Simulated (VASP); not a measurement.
Input of a VASP 6.6.1 run:

The input INCAR:

```
SYSTEM = Te2Pt
  PREC = Accurate
  ENCUT = 500
  EDIFF = 1E-6
  ISMEAR = 0
  SIGMA = 0.15
  LREAL = .FALSE.
  LASPH = .TRUE.
  NELM = 200
  ALGO = Normal
  ISIF = 2
  LWAVE = .FALSE.
  LCHARG = .FALSE.
  ISPIN = 2
  MAGMOM = 0 0 0.417
  LORBIT = 11
  NUPDOWN = 0.4167
  LMAXMIX = 4
  GGA = CA
  NBANDS = 22
  GGA_COMPAT = .FALSE.
```

The input KPOINTS:

```
Automatic mesh
0
G
  12 12 10
  0 0 0
```

File POSCAR:

```
Te2Pt
1.0
    3.8447343263      0.0000000000      0.0000000000
   -1.9223671631      3.3296375974      0.0000000000
    0.0000000000      0.0000000000      4.8692457592
Te Pt
2 1
Direct
    0.3333333333      0.6666666667      0.2633098786
    0.6666666667      0.3333333333      0.7366901214
    0.0000000000      0.0000000000      0.0000000000
```

Potentials or basis: VASP PAW LDA potentials, release 64 (Te, Pt).

Run with:

```sh
$ cat potpaw_LDA.64/Te/POTCAR potpaw_LDA.64/Pt/POTCAR > POTCAR
$ mpirun -np 1 vasp_std > vasp.out
```

(1) What does it give for the largest force?

(2) Estimate the pressure.

Results:

(1) 1.722 eV/Å.

(2) 22.2 GPa.

Caveat: the stress differs along the axes, from 18 to 24 GPa; the total moment is fixed, so each spin has its own Fermi level and the state may be an excited one; forces of over 1 eV/Å act on the atoms, so gaps and moduli don't describe the material at rest.
